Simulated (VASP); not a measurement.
Cs2AgBiBr6, 10 atoms in the cell. Symmetry: Fm-3m, No. 225, cubic system. The conventional cell has a = 11.232 Å, b = 11.232 Å, c = 11.232 Å, α = 90.00°, β = 90.00°, γ = 90.00°. Within 3.7 Å of Bi (site symmetry m-3m) lie 6 Br at 2.81 Å. Within 5.2 Å of Cs (site symmetry -43m) lie 12 Br at 3.97 Å and 4 Bi at 4.86 Å and 4 Ag at 4.86 Å. Ag (site symmetry m-3m) has 6 Br at 2.80 Å within 3.7 Å. Within 3.7 Å of Br (site symmetry 4mm) lie 1 Ag at 2.80 Å and 1 Bi at 2.81 Å. 

| Quantity | Value |
| --- | --- |
| Program | VASP 6.6.1 |
| Task | single point |
| Functional | PBEsol |
| Potentials or basis | VASP PAW PBE potentials, release 64 (Bi_d, Cs_sv, Ag, Br) |
| Cutoff | 520 eV |
| k mesh | 4 × 4 × 4 |
| Occupations | fermi-dirac, width 0.05 eV |
| Spin | no spin polarisation |
| Dipole correction | no |
| k mesh for the DOS | 6 × 6 × 6 |
| Occupations for the DOS | tetrahedron |
| Further INCAR settings | ALGO = Normal; EDIFF = 1e-07; NBANDS = 54 |

Potentials or basis: VASP PAW PBE potentials, release 64 (Bi_d, Cs_sv, Ag, Br).

The run is started by

```sh
$ cat potpaw_PBE.64/Bi_d/POTCAR potpaw_PBE.64/Cs_sv/POTCAR potpaw_PBE.64/Ag/POTCAR potpaw_PBE.64/Br/POTCAR > POTCAR
$ cp INCAR.step1 INCAR
$ cp KPOINTS.step1 KPOINTS
$ mpirun -np 1 vasp_std > vasp.out
$ cp INCAR.step2 INCAR
$ cp KPOINTS.step2 KPOINTS
$ mpirun -np 1 vasp_std > vasp.out
```

Hardware: 1 thread of Intel(R) Xeon(R) 6975P-C (Granite Rapids), with other jobs on the host.

Task: Estimate the wall time of this run.

Result: Run time: 3.6 min on 1 thread of Intel(R) Xeon(R) 6975P-C (Granite Rapids), with other jobs on the host, peak memory 0.64 GiB. Counts: k points 16.
